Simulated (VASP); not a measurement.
CoSi2:

```
Co Si
1.0
     0.00000    2.60669    2.60669
     2.60669    0.00000    2.60669
     2.60669    2.60669    0.00000
Co Si
1 2
Direct
  0.00000 0.00000 0.00000
  0.25000 0.25000 0.25000
  0.75000 0.75000 0.75000
```

Base run:

| Quantity | Value |
| --- | --- |
| Program | VASP 6.6.1 |
| Functional | PBE |
| Potentials or basis | VASP PAW PBE potentials, release 64 (Co, Si) |
| Cutoff | 520 eV |
| k mesh | 14 × 14 × 14 |
| Occupations | gaussian, width 0.15 eV |
| Spin | collinear spin, ferromagnetic start |
| Starting moments | [1.65, 0.0, 0.0] μB |
| Fixed moment | 1.65 μB |

Its results: pressure 29.6 GPa; site moments Co +1.03; Si +0.14 μB.

The run is repeated on the same cell with these changes: fixed moment from 1.65 μB to 2.2 μB; moments at the start from [1.65, 0.0, 0.0] to [2.2, 0.0, 0.0]. What comes out?

Pressure 35.7 GPa; site moments Co +1.33; Si +0.19 μB.

Caveats: the cell stands under pressure; the total moment is fixed, so each spin has its own Fermi level.
